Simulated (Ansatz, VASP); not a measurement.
**MgB2 in VASP and in Ansatz**

```
Mg B
1.0
     3.08500    0.00000    0.00000
    -1.54250    2.67169    0.00000
     0.00000    0.00000    3.52300
Mg B
1 2
Direct
  0.00000 0.00000 0.00000
  0.66667 0.33333 0.50000
  0.33333 0.66667 0.50000
```

Alike in both runs: task relaxation of cell and atoms; functional BLYP; dispersion D4; k mesh 10 × 10 × 8; occupations fermi-dirac, width 0.05 eV; no spin polarisation.

|  | VASP | Ansatz |
| --- | --- | --- |
| version | VASP 6.6.1 | Ansatz 0.2.0 |
| potentials or method | VASP PAW PBE potentials, release 64 (Mg, B) | Ansatz PAW |
| plane-wave cutoff (eV) | 600 | 420 |
| valence electrons in the cell | 8 | 16 |

|  | VASP | Ansatz | Ansatz less VASP |
| --- | --- | --- | --- |
| gap on the k mesh at the Fermi level, each at its own relaxed structure (eV) | none | none | - |
| relaxed volume (Å³/atom) | 9.19 | 9.21 | +0.018 |
| relaxed cell length with the largest relative difference (Å) | 3.427 | 3.431 | +0.0041 |

VASP's potentials were made for PBE, not for BLYP. A gap of «none» marks a metal or a gap that the smearing closes. VASP's potentials hold 8 valence electrons a cell and Ansatz's 16, so a difference there can come from the potentials and not from the codes.

Noted on Ansatz's run: the plane-wave basis is chosen anew once the cell has moved, so the energies of steps on either side of that aren't comparable.
